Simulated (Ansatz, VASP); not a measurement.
**Be2Se: VASP beside Ansatz**

```
Be Se
1.0
     0.00000    2.84054    2.84054
     2.84054    0.00000    2.84054
     2.84054    2.84054    0.00000
Be Se
2 1
Direct
  0.75000 0.75000 0.75000
  0.25000 0.25000 0.25000
  0.00000 0.00000 0.00000
```

Change from the starting cell: species swapped into the Sr2Ir type (Fm-3m, No. 225).

Alike in both runs: functional PBE; k mesh 6 × 6 × 6; occupations gaussian, width 0.1 eV; no spin polarisation.

Ansatz relaxed the structure, and its values are those at the end. VASP's run is a single point on that final structure, the one shown.

|  | VASP | Ansatz |
| --- | --- | --- |
| version | VASP 6.6.1 | Ansatz 0.2.0 |
| potentials or method | VASP PAW PBE potentials, release 64 (Be, Se), cutoff 520 eV | scalar-relativistic, plane waves, PAW |
| valence electrons in the cell | 10 | 20 |

VASP gave:

```
gap on the k mesh at the Fermi level (eV) : none
pressure (GPa)                            : 0.2
```

Which values does Ansatz return?

gap on the k mesh at the Fermi level (eV): none; pressure (GPa): 0.1.

A gap of «none» marks a metal or a gap that the smearing closes. With one functional, cell and mesh, what is left measures potentials, basis and numerics. VASP's potentials hold 10 valence electrons a cell and Ansatz's 20, so a difference there can come from the potentials and not from the codes.
